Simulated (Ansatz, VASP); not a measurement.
# Al5InAs6 in VASP and in Ansatz

```xyz
12
Lattice="4.0915 0.0000 0.0000 -2.0457 3.5433 0.0000 0.0000 0.0000 20.2185" Properties=species:S:1:pos:R:3 pbc="T T T"
Al    2.0457    1.1811    3.3728
Al    2.0457    1.1811    9.9751
Al    2.0457    1.1811   16.9811
Al    0.0000    2.3622    0.0688
Al    0.0000    2.3622    6.6773
In    0.0000    2.3622   13.5109
As    2.0457    1.1811    5.8632
As    2.0457    1.1811   12.4484
As    2.0457    1.1811   19.4734
As    0.0000    2.3622    2.5592
As    0.0000    2.3622    9.1679
As    0.0000    2.3622   16.1785
```

Alike in both runs: functional PBE; k mesh 12 × 12 × 2; occupations gaussian, width 0.02 eV; no spin polarisation.

Ansatz relaxed the structure, and its values are those at the end. VASP's run is a single point on that final structure, the one shown.

|  | VASP | Ansatz |
| --- | --- | --- |
| version | VASP 6.6.1 | Ansatz 0.2.0 |
| potentials or method | VASP PAW PBE potentials, release 64 (Al, In_d, As), cutoff 520 eV | scalar-relativistic, plane waves, PAW |
| valence electrons in the cell | 58 | 118 |

VASP gave:

| Property | Result |
| --- | --- |
| gap on the k mesh at the Fermi level (eV) | 0.93 |
| least direct gap on the mesh (eV) | 0.93 |
| pressure (GPa) | 0.1 |

**Question.** Estimate Ansatz's values.

**Answer.** gap on the k mesh at the Fermi level (eV): 0.93; least direct gap on the mesh (eV): 0.93; pressure (GPa): 0.0.

VASP's potentials hold 58 valence electrons a cell and Ansatz's 118, so a difference there can come from the potentials and not from the codes.
